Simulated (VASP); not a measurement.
# AlPt (Pm-3m) in VASP: relaxation of cell and atoms with PBEsol

Aim: the relaxation of cell and atoms of AlPt with PBEsol.

Everything below comes from runs of VASP 6.6.1. Logs are shortened: lines on timing, memory, paths and dates and some standing lists are left out, and cuts for length are marked.

**1. The cell of the first run**

It takes space group Pm-3m (No. 221, cubic). The conventional cell has a = 3.060 Å, b = 3.060 Å, c = 3.060 Å, α = 90.00°, β = 90.00°, γ = 90.00°. Al (site symmetry m-3m) has 8 Pt at 2.65 Å and 6 Al at 3.06 Å within 3.5 Å. Pt (site symmetry m-3m) has 8 Al at 2.65 Å and 6 Pt at 3.06 Å within 3.5 Å.

**2. Relaxation of cell and atoms, PBEsol**

INCAR

```
SYSTEM = AlPt
PREC = Accurate
ENCUT = 600
EDIFF = 1E-7
ISMEAR = 0
SIGMA = 0.1
LREAL = .FALSE.
LASPH = .TRUE.
NELM = 100
ALGO = Normal
ISIF = 3
LWAVE = .FALSE.
LCHARG = .FALSE.
GGA = PS
IBRION = 2
NSW = 80
EDIFFG = -0.015
```

KPOINTS

```
Automatic mesh
0
G
  12 12 8
  0 0 0
```

POSCAR

```
AlPt
1.0
    0.0000000000     -3.0601336871      3.0601336871
   -3.0601336871      3.0601336871      0.0000000000
   -3.0601336871     -3.0601336871     -3.0601336871
Al Pt
3 3
Direct
    0.6666666667      0.3333333333      0.1666666667
    0.3333333333      0.6666666667      0.8333333333
    0.0000000000      0.0000000000      0.5000000000
    0.0000000000      1.0000000000      0.0000000000
    0.6666666667      0.3333333333      0.6666666667
    0.3333333333      0.6666666667      0.3333333333
```

Potentials or basis: VASP PAW PBE potentials, release 64 (Al, Pt).

The run is started by

```
$ cat potpaw_PBE.64/Al/POTCAR potpaw_PBE.64/Pt/POTCAR > POTCAR
$ mpirun -np 1 vasp_std > vasp.out
```

OUTCAR:

```text
SYSTEM = AlPt
   PREC = Accurate
   ENCUT = 600
   EDIFF = 1E-7
   ISMEAR = 0
   LREAL = .FALSE.
   LASPH = .TRUE.
   NELM = 100
   ISIF = 3
   GGA = PS
   IBRION = 2
   NSW = 80
   EDIFFG = -0.015

 ion  position               nearest neighbor table
   1  0.667  0.333  0.167-   6 2.65   6 2.65   4 2.65   5 2.65   5 2.65   4 2.65   4 2.65   6 2.65
                             3 3.06   2 3.06   2 3.06   3 3.06   3 3.06   2 3.06
   2  0.333  0.667  0.833-   5 2.65   5 2.65   4 2.65   6 2.65   6 2.65   4 2.65   4 2.65   5 2.65
                             3 3.06   3 3.06   3 3.06   1 3.06   1 3.06   1 3.06
   3  0.000  0.000  0.500-   5 2.65   6 2.65   4 2.65   4 2.65   5 2.65   6 2.65   5 2.65   6 2.65
                             1 3.06   2 3.06   1 3.06   2 3.06   2 3.06   1 3.06
   4  0.000  0.000  0.000-   1 2.65   2 2.65   3 2.65   3 2.65   1 2.65   2 2.65   1 2.65   2 2.65
                             6 3.06   5 3.06   5 3.06   5 3.06   6 3.06   6 3.06
   5  0.667  0.333  0.667-   2 2.65   2 2.65   3 2.65   1 2.65   1 2.65   3 2.65   3 2.65   2 2.65
                             4 3.06   4 3.06   6 3.06   6 3.06   4 3.06   6 3.06
   6  0.333  0.667  0.333-   1 2.65   1 2.65   3 2.65   2 2.65   2 2.65   3 2.65   3 2.65   1 2.65
                             4 3.06   5 3.06   4 3.06   4 3.06   5 3.06   5 3.06

  LATTYP: Found a hexagonal cell.
 ALAT       =     4.3276825630
 C/A-ratio  =     1.2247448714

  Lattice vectors:

 A1 = (   0.0000000000,  -3.0601336871,   3.0601336871)
 A2 = (  -3.0601336871,   3.0601336871,   0.0000000000)
 A3 = (  -3.0601336871,  -3.0601336871,  -3.0601336871)

Analysis of symmetry for initial positions (statically):
=====================================================================
 Subroutine PRICEL returns following result:

  LATTYP: Found a simple cubic cell.
 ALAT       =     3.0601336877

  Lattice vectors:

 A1 = (  -0.0000000000,  -3.0601336877,   0.0000000000)
 A2 = (  -3.0601336871,  -0.0000000006,   0.0000000000)
 A3 = (   0.0000000000,   0.0000000012,  -3.0601336871)

   3 primitive cells build up your supercell.

 Routine SETGRP: Setting up the symmetry group for a
 hexagonal supercell.

 Subroutine GETGRP returns: Found 12 space group operations
 (whereof 12 operations were pure point group operations)
 out of a pool of 24 trial point group operations.

The static configuration has the point symmetry D_3d.

Analysis of symmetry for dynamics (positions and initial velocities):
=====================================================================
 Subroutine PRICEL returns following result:

  LATTYP: Found a simple cubic cell.
 ALAT       =     3.0601336877

  Lattice vectors:

 A1 = (  -0.0000000000,  -3.0601336877,   0.0000000000)
 A2 = (  -3.0601336871,  -0.0000000006,   0.0000000000)
 A3 = (   0.0000000000,   0.0000000012,  -3.0601336871)

   3 primitive cells build up your supercell.

 Routine SETGRP: Setting up the symmetry group for a
 hexagonal supercell.

 Subroutine GETGRP returns: Found 12 space group operations
 (whereof 12 operations were pure point group operations)
 out of a pool of 24 trial point group operations.

The dynamic configuration has the point symmetry D_3d.

 Subroutine INISYM returns: Found 12 space group operations
 (whereof 12 operations are pure point group operations),
 and found     3 'primitive' translations

----------------------------------------------------------------------------------------

                                     Primitive cell

  volume of cell :      28.6564

  direct lattice vectors                    reciprocal lattice vectors
    -0.000000000 -3.060133688  0.000000000     0.000000000 -0.326783109 -0.000000000
    -3.060133687 -0.000000001  0.000000000    -0.326783109  0.000000000 -0.000000000
     0.000000000  0.000000001 -3.060133687     0.000000000  0.000000000 -0.326783109

  length of vectors
     3.060133688  3.060133687  3.060133687     0.326783109  0.326783109  0.326783109

  position of ions in fractional coordinates (direct lattice)
     0.500000000  0.500000000  0.500000000
     0.000000000  0.000000000  0.000000000

  ion indices of the primitive-cell ions
   primitive index   ion index
                 1           1
                 2           4

----------------------------------------------------------------------------------------

 KPOINTS: Automatic mesh

Automatic generation of k-mesh.
 Grid dimensions read from file:
 generate k-points for:   12   12    8

 Generating k-lattice:

  Cartesian coordinates                     Fractional coordinates (reciprocal lattice)
    -0.009077309 -0.009077309  0.018154617     0.083333333  0.000000000  0.000000000
    -0.018154617  0.009077309  0.009077309     0.000000000  0.083333333  0.000000000
    -0.013615963 -0.013615963 -0.013615963     0.000000000  0.000000000  0.125000000

  Length of vectors
     0.022234774  0.022234774  0.023583539

  Shift w.r.t. Gamma in fractional coordinates (k-lattice)
     0.000000000  0.000000000  0.000000000

 Subroutine IBZKPT returns following result:
 ===========================================

 Found    131 irreducible k-points:

 Following reciprocal coordinates:
            Coordinates               Weight
  0.000000  0.000000  0.000000      1.000000
  0.083333  0.000000  0.000000      6.000000
  0.166667  0.000000  0.000000      6.000000
  0.250000  0.000000  0.000000      6.000000
  0.333333  0.000000  0.000000      6.000000
  0.416667  0.000000  0.000000      6.000000
[... 16 lines left out ...]
  0.166667  0.000000  0.125000      6.000000
  0.000000  0.166667  0.125000      6.000000
 [... further k-points ...]
   k-points           NKPTS =    131   k-points in BZ     NKDIM =    131   number of bands    NBANDS=     23
   number of dos      NEDOS =    301   number of ions     NIONS =      6
   total plane-waves  NPLWV =  54432
   dimension x,y,z NGX =    36 NGY =   36 NGZ =   42
   dimension x,y,z NGXF=    72 NGYF=   72 NGZF=   84
   ions per type =               3   3
   NGX,Y,Z   is equivalent  to a cutoff of  13.83, 13.83, 13.17 a.u.
   NGXF,Y,Z  is equivalent  to a cutoff of  27.66, 27.66, 26.35 a.u.
 SYSTEM =  AlPt
   PREC   = accura    normal or accurate (medium, high low for compatibility)
   ISTART =      0    job   : 0-new  1-cont  2-samecut
   ICHARG =      2    charge: 1-file 2-atom 10-const
   ISPIN  =      1    spin polarized calculation?
   LNONCOLLINEAR =      F non collinear calculations
   LSORBIT =      F    spin-orbit coupling
   LASPH  =      T    aspherical Exc in radial PAW
   ENCUT  =  600.0 eV  44.10 Ry    6.64 a.u.   8.64  8.64 10.59*2*pi/ulx,y,z
   NELM   =    100;   NELMIN=  2; NELMDL= -5     # of ELM steps
   EDIFF  = 0.1E-06   stopping-criterion for ELM
   LREAL  =      F    real-space projection
   EDIFFG = -.1E-01   stopping-criterion for IOM
   NSW    =     80    number of steps for IOM
   IBRION =      2    ionic relax: 0-MD 1-quasi-New 2-CG
   NFREE  =      1    steps in history (QN), initial steepest desc. (CG)
   ISIF   =      3    stress and relaxation
   ISYM   =      2    0-nonsym 1-usesym 2-fastsym
   POTIM  = 0.5000    time-step for ionic-motion
   TEBEG  =    0.0;   TEEND  =   0.0 temperature during run
   PSTRESS=    0.0 pullay stress
   NELECT =      39.0000    total number of electrons
   NUPDOWN=      -1.0000    fix difference up-down
   EMIN   =  10.00;   EMAX   =-10.00  energy-range for DOS
   EFERMI =   0.00;   METHOD = LEGACY
   ISMEAR =     0;   SIGMA  =   0.10  broadening in eV -4-tet -1-fermi 0-gaus
   EFERMI_NEDOS =   21; number of points for ismear=-14 and -15
   IALGO  =     38    algorithm
   IMIX   =      4    mixing-type and parameters
     AMIX     =   0.40;   BMIX     =  1.00
     AMIX_MAG =   1.60;   BMIX_MAG =  1.00
  volume/ion in A,a.u.               =      14.33        96.69
  Fermi-wavevector in a.u.,A,eV,Ry     =   1.257908  2.377101 21.528941  1.582333
  Thomas-Fermi vector in A             =   2.391544
   LORBIT       =      0    0 simple, 1 ext, 2 COOP (PROOUT), +10 PAW based schemes
   GGA     = PS    functional components
   LHFCALC =     F    Hartree Fock is set to
   AEXX    =    0.0000 exact exchange contribution
   IVDW    =     0    specifies the selected vdW correction
   LEPSILON=     F    determine dielectric tensor
   LRPA    =     F    only Hartree local field effects (RPA)
 conjugate gradient relaxation of ions
 non-spin polarized calculation
 Gauss-broadening in eV      SIGMA  =   0.10
  energy-cutoff  :      600.00
  volume of cell :       85.97
 maximum number of plane-waves:      2904
 NGX is ok and might be reduce to    36
   NGX = 17   NGY = 17   NGZ = 21

 number of electron      39.0000006 magnetization

 Free energy of the ion-electron system (eV)
  ---------------------------------------------------
  ext. energy  EPLUGINS =         0.00000000
  ---------------------------------------------------
  free energy    TOTEN  =       -38.81350751 eV

  energy without entropy =      -38.80346259  energy(sigma->0) =      -38.80848505

 E-fermi :  11.1274     XC(G=0): -12.3511

 val. band max:       11.1271537414   @ k =   0.4167   0.0000   0.3750
 cond. band min:      11.1318664101   @ k =   0.0000   0.4167   0.3750
 fundamental gap:      0.0047126688
 Fermi energy:        11.1274005056

 k-point     1 :       0.0000    0.0000    0.0000
  band No.  band energies     occupation
      1      -0.7368      2.00000
      2       3.6826      2.00000
      3       3.6826      2.00000
      4       5.2840      2.00000
      5       5.2840      2.00000
      6       5.2840      2.00000
[... 15 lines left out ...]
     22      13.8118      0.00000
     23      13.8126      0.00000

 k-point     2 :       0.0833    0.0000    0.0000
  band No.  band energies     occupation
      1      -0.6497      2.00000
      2       3.6842      2.00000
      3       3.7023      2.00000
      4       5.2219      2.00000
      5       5.2661      2.00000
      6       5.3144      2.00000
[... 15 lines left out ...]
     22      14.2059      0.00000
     23      14.7050      0.00000

 k-point     3 :       0.1667    0.0000    0.0000
  band No.  band energies     occupation
      1      -0.3910      2.00000
      2       3.6440      2.00000
      3       3.7703      2.00000
      4       5.1807      2.00000
      5       5.2532      2.00000
      6       5.3487      2.00000
[... 15 lines left out ...]
     22      14.0077      0.00000
     23      14.8078      0.00000

 k-point     4 :       0.2500    0.0000    0.0000
  band No.  band energies     occupation
      1       0.0311      2.00000
      2       3.5346      2.00000
      3       3.8164      2.00000
      4       4.8901      2.00000
      5       5.3910      2.00000
      6       5.5194      2.00000
[... 15 lines left out ...]
     22      13.2477      0.00000
     23      14.8613      0.00000

 k-point     5 :       0.3333    0.0000    0.0000
  band No.  band energies     occupation
      1       0.6016      2.00000
      2       3.3991      2.00000
      3       3.5388      2.00000
      4       4.7940      2.00000
      5       5.4552      2.00000
      6       5.6582      2.00000
[... 434 lines left out ...]
 k-point    22 :       0.0000    0.0833    0.1250
  band No.  band energies     occupation
      1      -0.5525      2.00000
      2       3.1517      2.00000
      3       4.0248      2.00000
      4       4.9412      2.00000
      5       5.0282      2.00000
      6       5.3444      2.00000
[... 15 lines left out ...]
     22      13.7579      0.00000
     23      14.0590      0.00000

 k-point    23 :       0.1667    0.0000    0.1250
  band No.  band energies     occupation
      1      -0.2947      2.00000
      2       3.3175      2.00000
      3       3.8494      2.00000
      4       5.1540      2.00000
      5       5.1726      2.00000
      6       5.2791      2.00000
[... 15 lines left out ...]
     22      14.0133      0.00000
     23      14.4605      0.00000

 k-point    24 :       0.0000    0.1667    0.1250
  band No.  band energies     occupation
      1      -0.2964      2.00000
      2       3.2370      2.00000
      3       3.9857      2.00000
      4       5.0434      2.00000
      5       5.1089      2.00000
      6       5.2395      2.00000
[... 15 lines left out ...]
     22      13.4793      0.00000
     23      13.9775      0.00000

 [... further k-points ...]
[... 5 lines left out ...]
  --------------------------------------------------------------------------------------
  -------------------------------------------------------------------------------------
  Total        0.0121201      0.0121201      0.0121201      0.0110656      0.0110656      0.0110656
  in kB        0.2258781      0.2258781      0.2258781      0.2062258      0.2062258      0.2062258
  external PRESSURE =       0.2258781 kB  Pullay stress =       0.0000000 kB

 VOLUME and BASIS-vectors are now :
 -----------------------------------------------------------------------------
  energy-cutoff  :      600.00
  volume of cell :       85.97
      direct lattice vectors                 reciprocal lattice vectors
     0.000000000 -3.060133687  3.060133687    -0.108927703 -0.108927703  0.217855406
    -3.060133687  3.060133687  0.000000000    -0.217855406  0.108927703  0.108927703
    -3.060133687 -3.060133687 -3.060133687    -0.108927703 -0.108927703 -0.108927703

 POSITION                                       TOTAL-FORCE (eV/Angst)
 -----------------------------------------------------------------------------------
     -1.53007     -1.53007      1.53007         0.000000      0.000000      0.000000
     -4.59020     -1.53007     -1.53007         0.000000      0.000000      0.000000
     -1.53007     -1.53007     -1.53007         0.000000      0.000000      0.000000
      0.00000      0.00000      0.00000        -0.000000      0.000000     -0.000000
     -3.06013     -3.06013      0.00000        -0.000000     -0.000000     -0.000000
     -3.06013      0.00000      0.00000         0.000000     -0.000000      0.000000
 -----------------------------------------------------------------------------------
    total drift:                               -0.000000     -0.000000     -0.000000

  FREE ENERGIE OF THE ION-ELECTRON SYSTEM (eV)
  ---------------------------------------------------
  free  energy   TOTEN  =       -38.8135075068 eV

  energy  without entropy=      -38.8034625941  energy(sigma->0) =      -38.80848505

 reached required accuracy - stopping structural energy minimisation
```

It took 2.3 min on 1 thread of Intel Xeon 6975P-C (Granite Rapids), shared host; peak memory 0.41 GiB.

What came out:

```yaml
Free_energy: -38.8135 eV
Pressure_after_relaxing: 0.0 GPa
Band_gap_on_the_k_mesh: zero (an odd number of electrons rules out a gap without spin polarisation)
```

Final structure:
```xyz
6
Lattice="0.0000 -3.0601 3.0601 -3.0601 3.0601 0.0000 -3.0601 -3.0601 -3.0601" Properties=species:S:1:pos:R:3 pbc="T T T"
Al   -1.5301   -1.5301    1.5301
Al   -4.5902   -1.5301   -1.5301
Al   -1.5301   -1.5301   -1.5301
Pt    0.0000    0.0000    0.0000
Pt   -3.0601   -3.0601    0.0000
Pt   -3.0601    0.0000    0.0000
```

Levels at points of the mesh, in eV from the Fermi level:
```
           k point  band 16  band 17  band 18  band 19  band 20  band 21  band 22  band 23
(0.00, 0.00, 0.00)    -2.72    -2.72    -2.72     2.68     2.68     2.68     2.68     2.69
(0.50, 0.00, 0.00)    -3.40    -3.25    -3.25    -1.43     0.42     0.42     1.01     3.59
(0.00, 0.00, 0.50)    -1.35    -1.35     0.72     1.72     1.72     1.72     3.16     3.16
(0.50, 0.00, 0.50)    -3.35    -3.35    -2.51    -0.92     0.87     0.87     2.36     2.36
```

Caveat: the relaxation stopped at its first step, so nothing moved; the PAW data sets were made with another functional, which shifts forces and pressure a little; spin-orbit coupling is left out, which moves the levels of the heavy elements.
